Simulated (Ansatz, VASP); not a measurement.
# One calculation of Rb3AlAs2, two programs

```
CELL_PARAMETERS angstrom
5.53144 0.00000 0.00000
-2.76572 4.79037 0.00000
0.00000 0.00000 8.58363
ATOMIC_POSITIONS crystal
Rb 0.33333 0.66667 0.50000
Rb 0.66667 0.33333 0.50000
Rb 0.00000 0.00000 0.00000
Al 0.00000 0.00000 0.50000
As 0.00000 0.00000 0.70934
As 0.00000 0.00000 0.29066
```

Alike in both runs: task relaxation of cell and atoms; functional PBE; k mesh 6 × 6 × 2; occupations gaussian, width 0.1 eV; no spin polarisation.

|  | VASP | Ansatz |
| --- | --- | --- |
| version | VASP 6.6.1 | Ansatz 0.2.0 |
| potentials or method | VASP PAW PBE potentials, release 64 (Rb_sv, Al, As), cutoff 600 eV | scalar-relativistic, plane waves, PAW |
| valence electrons in the cell | 40 | 60 |

Ansatz gave:

| Item | Value |
| --- | --- |
| gap on the k mesh at the Fermi level, each at its own relaxed structure (eV) | 0.70 |
| relaxed volume (Å³/atom) | 63.44 |
| relaxed length of the cell vector where the two differ most in proportion (Å) | 6.359 |

Estimate VASP's values.

gap on the k mesh at the Fermi level, each at its own relaxed structure (eV): 0.66; relaxed volume (Å³/atom): 65.43; relaxed length of the cell vector where the two differ most in proportion (Å): 6.433.

VASP's potentials hold 40 valence electrons a cell and Ansatz's 60, so a difference there can come from the potentials and not from the codes.

Noted on VASP's run: the volume moved by over 15 % at a fixed basis, so the end points are rough.
